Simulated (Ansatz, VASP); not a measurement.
## TiO2 in VASP and in Ansatz

```
CELL_PARAMETERS angstrom
6.15358 -1.88347 0.00000
6.15358 1.88347 0.00000
-1.92833 0.00000 6.32897
ATOMIC_POSITIONS crystal
Ti 0.90007 0.90007 0.28960
Ti 0.19529 0.19529 0.28376
Ti 0.09993 0.09993 0.71040
Ti 0.80471 0.80471 0.71624
O 0.36193 0.36193 0.29340
O 0.26349 0.26349 0.65250
O 0.86719 0.86719 0.99529
O 0.73651 0.73651 0.34750
O 0.94165 0.94165 0.63002
O 0.13281 0.13281 0.00471
O 0.63807 0.63807 0.70660
O 0.05835 0.05835 0.36998
```

Alike in both runs: task single point; functional PBEsol; dispersion D4; k mesh 8 × 8 × 4; occupations fermi-dirac, width 0.05 eV; no spin polarisation.

|  | VASP | Ansatz |
| --- | --- | --- |
| version | VASP 6.6.1 | Ansatz 0.2.0 |
| potentials or method | VASP PAW PBE potentials, release 64 (Ti_sv, O) | Ansatz PAW |
| plane-wave cutoff (eV) | 600 | 420 |
| valence electrons in the cell | 96 | 96 |

```tsv
	VASP	Ansatz	Ansatz less VASP
gap on the k mesh at the Fermi level (eV)	2.70	2.72	+0.021
least direct gap on the mesh (eV)	2.87	2.89	+0.020
pressure (GPa)	-7.9	-8.3	-0.42
traceless stress, the component that is largest in VASP (GPa)	0.16	0.24	+0.078
rms of the force components (eV/Å)	0.057	0.073	+0.0164
```

VASP's potentials were made for PBE, not for PBEsol. Atom by atom the forces differ by 0.024 eV/Å (rms over components).
